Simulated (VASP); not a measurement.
Set up this calculation in VASP 6.6.1, as the native input.

```
Task                   : single point
Functional             : PBEsol
Potentials or basis    : VASP PAW PBE potentials, release 64 (Ti_sv)
Cutoff                 : 520 eV
k mesh                 : 18 × 18 × 18
Occupations            : gaussian, width 0.15 eV
Spin                   : no spin polarisation
Dipole correction      : no
Further INCAR settings : ALGO = Fast; EDIFF = 1e-06; NBANDS = 19
```

The structure of Ti lies in POSCAR:

```
Ti
1.0
    0.0000000000     -3.2102321259      0.0000000000
   -3.2102321259      0.0000000000      0.0000000000
    0.0000000000      0.0000000000     -3.2102321259
Ti
2
Direct
    0.5000000000      0.5000000000      0.4766372035
    0.0000000000      0.0000000000      0.0233627965
```

This cell differs from its parent crystal: atoms displaced along a vibrational mode.

One way to write it, as run:

INCAR

```
ALGO = Fast
EDIFF = 1E-6
ENCUT = 520
GGA = PS
ISIF = 2
ISMEAR = 0
LASPH = True
LCHARG = True
LELF = True
LREAL = False
LVHAR = True
LWAVE = False
NBANDS = 19
NELM = 60
PREC = Accurate
SIGMA = 0.15
```

KPOINTS

```
k-points
0
Gamma
  18 18 18
```

Potentials or basis: VASP PAW PBE potentials, release 64 (Ti_sv).

Run with:

```bash
$ cat potpaw_PBE.64/Ti_sv/POTCAR > POTCAR
$ mpirun -np 1 vasp_std > vasp.out
```

It gave:

```yaml
Pressure: 0.3 GPa
Largest_force: 0.717 eV/Å
Band_gap_on_the_k_mesh: zero (bands 12 and 13 overlap by 1.60 eV)
```

Caveat: the cell differs from its parent crystal (atoms displaced along a vibrational mode); the PAW data sets were made with another functional, which shifts forces and pressure a little.

It took 8 min on 1 thread of Intel(R) Xeon(R) Platinum 8488C (Sapphire Rapids) (shared host), peak memory 0.36 GiB.
